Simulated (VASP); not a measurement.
# MgP6Cl2 in VASP: single point with PBE

Aim: the single point of MgP6Cl2 with PBE.

Everything below comes from runs of VASP 6.6.1. Logs are shortened: lines on timing, memory, paths and dates and some standing lists are left out, and cuts for length are marked.

## 1. The cell of the first run

The typed cell holds 9 atoms: a = 6.179 Å, b = 6.179 Å, c = 4.601 Å, α = 90.00°, β = 90.00°, γ = 120.00°.

## 2. Single point, PBE

The input, INCAR:

```
SYSTEM = MgP6Cl2
ALGO = Normal
EDIFF = 1E-6
ENCUT = 520
GGA = PE
ISIF = 2
ISMEAR = -1
LASPH = .True.
LCHARG = .False.
LREAL = .False.
LWAVE = .False.
NBANDS = 33
NELM = 80
PREC = Accurate
SIGMA = 0.1
```

The input, KPOINTS:

```
k-points
0
Gamma
  6 6 7
  0 0 0
```

The input, POSCAR:

```
MgP6Cl2
1.0
    6.1789000000      0.0000000000      0.0000000000
   -3.0894500000      5.3510880000      0.0000000000
    0.0000000000      0.0000000000      4.6013080000
Cl Mg P
2 1 6
Direct
    0.3333000000      0.6667000000      0.2641000000
    0.6667000000      0.3333000000      0.7359000000
    0.0000000000      0.0000000000      0.0000000000
    0.8221000000      0.1779000000      0.2430000000
    0.8221000000      0.6442000000      0.2430000000
    0.3558000000      0.1779000000      0.2430000000
    0.1779000000      0.8221000000      0.7570000000
    0.6442000000      0.8221000000      0.7570000000
    0.1779000000      0.3558000000      0.7570000000
```

Potentials or basis: VASP PAW PBE potentials, release 64 (Cl, Mg, P).

The run is started by

```sh
cat potpaw_PBE.64/Cl/POTCAR potpaw_PBE.64/Mg/POTCAR potpaw_PBE.64/P/POTCAR > POTCAR
mpirun -np 1 vasp_std > vasp.out
```

OUTCAR:

```text
SYSTEM = MgP6Cl2
   EDIFF = 1E-6
   ENCUT = 520
   GGA = PE
   ISIF = 2
   ISMEAR = -1
   LASPH = .True.
   LREAL = .False.
   NELM = 80
   PREC = Accurate

 ion  position               nearest neighbor table
   1  0.333  0.667  0.264-   7 2.81   8 2.81   9 2.81
   2  0.667  0.333  0.736-   4 2.81   6 2.81   5 2.81
   3  0.000  0.000  0.000-   4 2.21   6 2.21   7 2.21   8 2.21   5 2.21   9 2.21
   4  0.822  0.178  0.243-   3 2.21   2 2.81   6 2.88   5 2.88   9 2.94   8 2.94
   5  0.822  0.644  0.243-   3 2.21   2 2.81   4 2.88   6 2.88   7 2.94   8 2.94
   6  0.356  0.178  0.243-   3 2.21   2 2.81   4 2.88   5 2.88   9 2.94   7 2.94
   7  0.178  0.822  0.757-   3 2.21   1 2.81   8 2.88   9 2.88   5 2.94   6 2.94
   8  0.644  0.822  0.757-   3 2.21   1 2.81   7 2.88   9 2.88   5 2.94   4 2.94
   9  0.178  0.356  0.757-   3 2.21   1 2.81   7 2.88   8 2.88   4 2.94   6 2.94

  LATTYP: Found a hexagonal cell.
 ALAT       =     6.1789000000
 C/A-ratio  =     0.7446807684

  Lattice vectors:

 A1 = (   6.1789000000,   0.0000000000,   0.0000000000)
 A2 = (  -3.0894500000,   5.3510880000,   0.0000000000)
 A3 = (   0.0000000000,   0.0000000000,   4.6013080000)

Analysis of symmetry for initial positions (statically):
=====================================================================
 Subroutine PRICEL returns:
 Original cell was already a primitive cell.

 Routine SETGRP: Setting up the symmetry group for a
 hexagonal supercell.

 Subroutine GETGRP returns: Found  4 space group operations
 (whereof  4 operations were pure point group operations)
 out of a pool of 24 trial point group operations.

The static configuration has the point symmetry C_2h.

Analysis of symmetry for dynamics (positions and initial velocities):
=====================================================================
 Subroutine PRICEL returns:
 Original cell was already a primitive cell.

 Routine SETGRP: Setting up the symmetry group for a
 hexagonal supercell.

 Subroutine GETGRP returns: Found  4 space group operations
 (whereof  4 operations were pure point group operations)
 out of a pool of 24 trial point group operations.

The dynamic configuration has the point symmetry C_2h.

 Subroutine INISYM returns: Found  4 space group operations
 (whereof  4 operations are pure point group operations),
 and found     1 'primitive' translations

----------------------------------------------------------------------------------------

                                     Primitive cell

  volume of cell :     152.1369

  direct lattice vectors                    reciprocal lattice vectors
     6.178900000  0.000000000  0.000000000     0.161841104  0.093438942  0.000000000
    -3.089450000  5.351088000  0.000000000     0.000000000  0.186877884  0.000000000
     0.000000000  0.000000000  4.601308000     0.000000000  0.000000000  0.217329507

  length of vectors
     6.178900000  6.178903146  4.601308000     0.186877979  0.186877884  0.217329507

  position of ions in fractional coordinates (direct lattice)
     0.333300000  0.666700000  0.264100000
     0.666700000  0.333300000  0.735900000
     0.000000000  0.000000000  0.000000000
     0.822100000  0.177900000  0.243000000
     0.822100000  0.644200000  0.243000000
     0.355800000  0.177900000  0.243000000
     0.177900000  0.822100000  0.757000000
     0.644200000  0.822100000  0.757000000
     0.177900000  0.355800000  0.757000000

  ion indices of the primitive-cell ions
   primitive index   ion index
                 1           1
                 2           2
                 3           3
                 4           4
                 5           5
                 6           6
                 7           7
                 8           8
                 9           9

----------------------------------------------------------------------------------------

 KPOINTS: k-points

Automatic generation of k-mesh.
 Grid dimensions read from file:
 generate k-points for:    6    6    7

 Generating k-lattice:

  Cartesian coordinates                     Fractional coordinates (reciprocal lattice)
     0.026973517  0.015573157  0.000000000     0.166666667  0.000000000  0.000000000
     0.000000000  0.031146314  0.000000000     0.000000000  0.166666667  0.000000000
     0.000000000  0.000000000  0.031047072     0.000000000  0.000000000  0.142857143

  Length of vectors
     0.031146330  0.031146314  0.031047072

  Shift w.r.t. Gamma in fractional coordinates (k-lattice)
     0.000000000  0.000000000  0.000000000

 Subroutine IBZKPT returns following result:
 ===========================================

 Found     76 irreducible k-points:

 Following reciprocal coordinates:
            Coordinates               Weight
  0.000000  0.000000  0.000000      1.000000
  0.166667  0.000000  0.000000      4.000000
 -0.166667  0.166667  0.000000      2.000000
  0.333333  0.000000  0.000000      4.000000
 -0.333333  0.333333  0.000000      2.000000
  0.500000  0.000000  0.000000      2.000000
[... 16 lines left out ...]
  0.500000  0.000000  0.142857      4.000000
  0.500000  0.500000  0.142857      2.000000
 [... further k-points ...]
   k-points           NKPTS =     76   k-points in BZ     NKDIM =     76   number of bands    NBANDS=     33
   number of dos      NEDOS =    301   number of ions     NIONS =      9
   total plane-waves  NPLWV =  82944
   dimension x,y,z NGX =    48 NGY =   48 NGZ =   36
   dimension x,y,z NGXF=    96 NGYF=   96 NGZF=   72
   ions per type =               2   1   6
   NGX,Y,Z   is equivalent  to a cutoff of  12.91, 12.91, 13.01 a.u.
   NGXF,Y,Z  is equivalent  to a cutoff of  25.83, 25.83, 26.01 a.u.
 SYSTEM =  MgP6Cl2
   PREC   = accura    normal or accurate (medium, high low for compatibility)
   ISTART =      0    job   : 0-new  1-cont  2-samecut
   ICHARG =      2    charge: 1-file 2-atom 10-const
   ISPIN  =      1    spin polarized calculation?
   LNONCOLLINEAR =      F non collinear calculations
   LSORBIT =      F    spin-orbit coupling
   LASPH  =      T    aspherical Exc in radial PAW
   ENCUT  =  520.0 eV  38.22 Ry    6.18 a.u.  11.49 11.49  8.56*2*pi/ulx,y,z
   NELM   =     80;   NELMIN=  2; NELMDL= -5     # of ELM steps
   EDIFF  = 0.1E-05   stopping-criterion for ELM
   LREAL  =      F    real-space projection
   EDIFFG = 0.1E-04   stopping-criterion for IOM
   NSW    =      0    number of steps for IOM
   IBRION =     -1    ionic relax: 0-MD 1-quasi-New 2-CG
   NFREE  =      0    steps in history (QN), initial steepest desc. (CG)
   ISIF   =      2    stress and relaxation
   ISYM   =      2    0-nonsym 1-usesym 2-fastsym
   POTIM  = 0.5000    time-step for ionic-motion
   TEBEG  =    0.0;   TEEND  =   0.0 temperature during run
   PSTRESS=    0.0 pullay stress
   NELECT =      46.0000    total number of electrons
   NUPDOWN=      -1.0000    fix difference up-down
   EMIN   =  10.00;   EMAX   =-10.00  energy-range for DOS
   EFERMI =   0.00;   METHOD = LEGACY
   ISMEAR =    -1;   SIGMA  =   0.10  broadening in eV -4-tet -1-fermi 0-gaus
   EFERMI_NEDOS =   21; number of points for ismear=-14 and -15
   IALGO  =     38    algorithm
   IMIX   =      4    mixing-type and parameters
     AMIX     =   0.40;   BMIX     =  1.00
     AMIX_MAG =   1.60;   BMIX_MAG =  1.00
  volume/ion in A,a.u.               =      16.90       114.07
  Fermi-wavevector in a.u.,A,eV,Ry     =   1.098793  2.076418 16.426943  1.207346
  Thomas-Fermi vector in A             =   2.235177
   LORBIT       =      0    0 simple, 1 ext, 2 COOP (PROOUT), +10 PAW based schemes
   GGA     = PE    functional components
   LHFCALC =     F    Hartree Fock is set to
   AEXX    =    0.0000 exact exchange contribution
   IVDW    =     0    specifies the selected vdW correction
   LEPSILON=     F    determine dielectric tensor
   LRPA    =     F    only Hartree local field effects (RPA)
 non-spin polarized calculation
  energy-cutoff  :      520.00
  volume of cell :      152.14
 maximum number of plane-waves:      4157
 NGX is ok and might be reduce to    48
   NGX = 23   NGY = 23   NGZ = 17

 number of electron      45.9999998 magnetization

 Free energy of the ion-electron system (eV)
  ---------------------------------------------------
  ext. energy  EPLUGINS =         0.00000000
  ---------------------------------------------------
  free energy    TOTEN  =       -26.97702541 eV

  energy without entropy =      -26.79898659  energy(sigma->0) =      -26.88800600

 E-fermi :   6.4445     XC(G=0): -10.5639

 val. band max:        6.4386041703   @ k =   0.3333   0.1667   0.1429
 cond. band min:       6.4516871181   @ k =   0.0000   0.3333   0.1429
 fundamental gap:      0.0130829478
 Fermi energy:         6.4445403650

 k-point     1 :       0.0000    0.0000    0.0000
  band No.  band energies     occupation
      1      -9.7788      2.00000
      2      -9.0422      2.00000
      3      -5.3907      2.00000
      4      -3.8101      2.00000
      5      -3.8096      2.00000
      6      -3.0509      2.00000
[... 25 lines left out ...]
     32      10.4584      0.00000
     33      10.7293      0.00000

 k-point     2 :       0.1667    0.0000    0.0000
  band No.  band energies     occupation
      1      -9.7262      2.00000
      2      -9.0772      2.00000
      3      -5.4834      2.00000
      4      -3.9990      2.00000
      5      -3.9512      2.00000
      6      -3.1164      2.00000
[... 25 lines left out ...]
     32      10.3052      0.00000
     33      11.1705      0.00000
[... 754 lines left out ...]
     32       9.5606      0.00000
     33      12.5991      0.00000

 k-point    24 :       0.5000    0.5000    0.1429
  band No.  band energies     occupation
      1      -9.4348      2.00000
      2      -9.2325      2.00000
      3      -5.7035      2.00000
      4      -4.4039      2.00000
      5      -4.1307      2.00000
      6      -3.3060      2.00000
[... 25 lines left out ...]
     32       9.5609      0.00000
     33      12.5994      0.00000

 [... further k-points ...]

------------------------ aborting loop because EDIFF is reached ----------------------------------------

  FORCE on cell =-STRESS in cart. coord.  units (eV):
  Direction    XX          YY          ZZ          XY          YZ          ZX
  --------------------------------------------------------------------------------------
  -------------------------------------------------------------------------------------
  Total       13.2541393     13.2528424      3.7589193     -0.0011387     -0.0001566      0.0002712
  in kB      139.5813995    139.5677419     39.5857633     -0.0119920     -0.0016492      0.0028564
  external PRESSURE =     106.2449682 kB  Pullay stress =       0.0000000 kB

 VOLUME and BASIS-vectors are now :
 -----------------------------------------------------------------------------
  energy-cutoff  :      520.00
  volume of cell :      152.14
      direct lattice vectors                 reciprocal lattice vectors
     6.178900000  0.000000000  0.000000000     0.161841104  0.093438942  0.000000000
    -3.089450000  5.351088000  0.000000000     0.000000000  0.186877884  0.000000000
     0.000000000  0.000000000  4.601308000     0.000000000  0.000000000  0.217329507

 POSITION                                       TOTAL-FORCE (eV/Angst)
 -----------------------------------------------------------------------------------
     -0.00031      3.56757      1.21521         0.000503     -0.000290     -0.040424
      3.08976      1.78352      3.38610        -0.000503      0.000290      0.040424
      0.00000      0.00000      0.00000         0.000000      0.000000      0.000000
      4.53006      0.95196      1.11812        -2.670052      1.541556      1.245619
      3.08945      3.44717      1.11812        -0.000726     -3.082965      1.245662
      1.64884      0.95196      1.11812         2.669561      1.542112      1.245662
     -1.44061      4.39913      3.48319         2.670052     -1.541556     -1.245619
      1.44061      4.39913      3.48319        -2.669561     -1.542112     -1.245662
      0.00000      1.90392      3.48319         0.000726      3.082965     -1.245662
 -----------------------------------------------------------------------------------
    total drift:                                0.000000     -0.000000      0.000000

  FREE ENERGIE OF THE ION-ELECTRON SYSTEM (eV)
  ---------------------------------------------------
  free  energy   TOTEN  =       -26.9770254104 eV

  energy  without entropy=      -26.7989865866  energy(sigma->0) =      -26.88800600
```

It took 4.6 min on 1 thread of AMD EPYC 7R13 (Zen 3), shared host; peak memory 0.45 GiB.

What came out:

| Property | Result |
| --- | --- |
| Free energy | -26.9770 eV |
| Pressure | 10.6 GPa |
| Largest force | 3.325 eV/Å |
| Band gap on the k mesh | zero (bands 23 and 24 overlap by 1.76 eV) |

Forces on the atoms (eV/Å):
```
Cl   0.001  0.000 -0.040
Cl  -0.001  0.000  0.040
Mg   0.000  0.000  0.000
P   -2.670  1.542  1.246
P   -0.001 -3.083  1.246
P    2.670  1.542  1.246
P    2.670 -1.542 -1.246
P   -2.670 -1.542 -1.246
P    0.001  3.083 -1.246
```

Caveat: the cell stands under pressure; forces of over 1 eV/Å act on the atoms, so gaps and moduli don't describe the material at rest.
